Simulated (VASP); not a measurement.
Wanted: the native input for a VASP 6.6.1 run.

- Task: relaxation of cell and atoms
- Functional: PBE
- Potentials or basis: VASP PAW PBE potentials, release 64 (Mo_sv, W_sv)
- Cutoff: 500 eV
- k mesh: 4 × 4 × 4
- Occupations: gaussian, width 0.1 eV
- Spin: no spin polarisation
- Dipole correction: no
- Further INCAR settings: ALGO = Normal; EDIFF = 1e-07; IBRION = 2; EDIFFG = -0.04; NSW = 90; ISIF = 3

The structure of MoW3 lies in POSCAR:

```
MoW3
1.0
    3.9439453185      0.0000000000      0.0000000000
    0.0000000000      3.9439453185      0.0000000000
    0.0000000000      0.0000000000      3.9439453185
Mo W
1 3
Direct
    0.0000000000      0.0000000000      0.0000000000
    0.0000000000      0.5000000000      0.5000000000
    0.5000000000      0.0000000000      0.5000000000
    0.5000000000      0.5000000000      0.0000000000
```

One way to write it, as run:

INCAR

```
SYSTEM = MoW3
PREC = Accurate
ENCUT = 500
EDIFF = 1E-7
ISMEAR = 0
SIGMA = 0.1
LREAL = .FALSE.
LASPH = .TRUE.
NELM = 120
ALGO = Normal
ISIF = 3
LWAVE = .FALSE.
LCHARG = .FALSE.
GGA = PE
IBRION = 2
NSW = 90
EDIFFG = -0.04
GGA_COMPAT = .FALSE.
NELMIN = 4
```

KPOINTS

```
regular mesh
0
G
  4 4 4
  0 0 0
```

Potentials or basis: VASP PAW PBE potentials, release 64 (Mo_sv, W_sv).

The run is started by

```sh
$ cat potpaw_PBE.64/Mo_sv/POTCAR potpaw_PBE.64/W_sv/POTCAR > POTCAR
$ mpirun -np 1 vasp_std > vasp.out
```

Results of the run:

```json
{
 "Relaxed volume": "16.43 Å³/atom",
 "Relaxed cell": "a = 4.036 Å, b = 4.036 Å, c = 4.036 Å, α = 90.00°, β = 90.00°, γ = 90.00°",
 "Space group after relaxing (to 0.05 Å)": "Pm-3m (No. 221)",
 "Energy gained by relaxing": "68.9 meV/atom",
 "Ionic steps": "4",
 "Pressure after relaxing": "-0.1 GPa",
 "Band gap on the k mesh": "zero (band 28 reaches 13.04 eV, above the bottom of band 29 at 10.40 eV)"
}
```

Caveat: the k points lie up to 0.39 Å⁻¹ apart in the final cell; spin-orbit coupling is left out, which moves the levels of the heavy elements.

Run time: 58 s on 1 thread of AMD EPYC 7R13 Processor (Zen 3) (shared host), peak memory 0.15 GiB.
